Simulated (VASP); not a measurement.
Si, 2 atoms in the cell. The structure is cubic, space group Fd-3m (No. 227). Conventional cell: a = 5.414 Å, b = 5.414 Å, c = 5.414 Å, α = 90.00°, β = 90.00°, γ = 90.00°. Si (site symmetry -43m) has 4 Si at 2.34 Å within 3.1 Å.  This cell differs from its parent crystal: volume scaled by 0.97.

| Item | Value |
| --- | --- |
| Program | VASP 6.6.1 |
| Task | single point |
| Functional | PBE |
| Potentials or basis | VASP PAW PBE potentials, release 64 (Si) |
| Cutoff | 520 eV |
| k mesh | 10 × 10 × 10 |
| Occupations | gaussian, width 0.02 eV |
| Spin | no spin polarisation |
| Dipole correction | no |
| Further INCAR settings | ALGO = Normal; EDIFF = 1e-06; NBANDS = 11 |

Potentials or basis: VASP PAW PBE potentials, release 64 (Si).

The run is started by

```sh
$ cat potpaw_PBE.64/Si/POTCAR > POTCAR
$ mpirun -np 1 vasp_std > vasp.out
```

Hardware: 1 thread of Intel(R) Xeon(R) Platinum 8488C (Sapphire Rapids), with other jobs on the host.

Question: Estimate the wall time of this run.

Answer: It took 10 s on 1 thread of Intel(R) Xeon(R) Platinum 8488C (Sapphire Rapids), on a shared host, peak memory 0.15 GiB. Counts: scf iterations 11, k points 47.
